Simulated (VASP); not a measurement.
Set up this calculation in VASP 6.6.1, as the native input.

| Property | Result |
| --- | --- |
| Task | single point |
| Functional | PBE |
| Potentials or basis | VASP PAW PBE potentials, release 64 (Tc_pv) |
| Cutoff | 520 eV |
| k mesh | 12 × 12 × 12 |
| Occupations | fermi-dirac, width 0.05 eV |
| Spin | no spin polarisation |
| Dipole correction | no |
| Further INCAR settings | ALGO = Normal; EDIFF = 1e-07; NBANDS = 12 |

The structure of Tc lies in POSCAR:

```
Tc
1.0
    0.0000000000      1.9756608374      1.9756608374
    1.9756608374      0.0000000000      1.9756608374
    1.9756608374      1.9756608374      0.0000000000
Tc
1
Direct
    0.0000000000      0.0000000000      0.0000000000
```

This cell differs from its parent crystal: volume scaled by 1.04.

These files were run (other wordings do the same):

INCAR

```
PREC     = Accurate       # precision mode
ENCUT    = 520            # plane-wave cutoff, eV
EDIFF    = 1E-7           # SCF threshold, eV
ISMEAR   = -1             # smearing method
SIGMA    = 0.05           # smearing width, eV
LREAL    = False          # projectors in reciprocal space
LASPH    = True           # aspherical terms in the spheres
NELM     = 100            # most SCF steps
ALGO     = Normal         # electronic algorithm
ISIF     = 2              # what is computed and relaxed
LWAVE    = False          # write WAVECAR
LCHARG   = False          # write CHGCAR
GGA      = PE             # functional
NBANDS   = 12             # bands
```

KPOINTS

```
Automatic mesh
0
Gamma
  12 12 12
```

Potentials or basis: VASP PAW PBE potentials, release 64 (Tc_pv).

Command:

```console
$ cat potpaw_PBE.64/Tc_pv/POTCAR > POTCAR
$ mpirun -np 1 vasp_std > vasp.out
```

It gave:

```
Pressure : -16.4 GPa
```

It used 25 s of CPU time on 1 thread of AMD EPYC 7R13 Processor (Zen 3), with other jobs on the host.
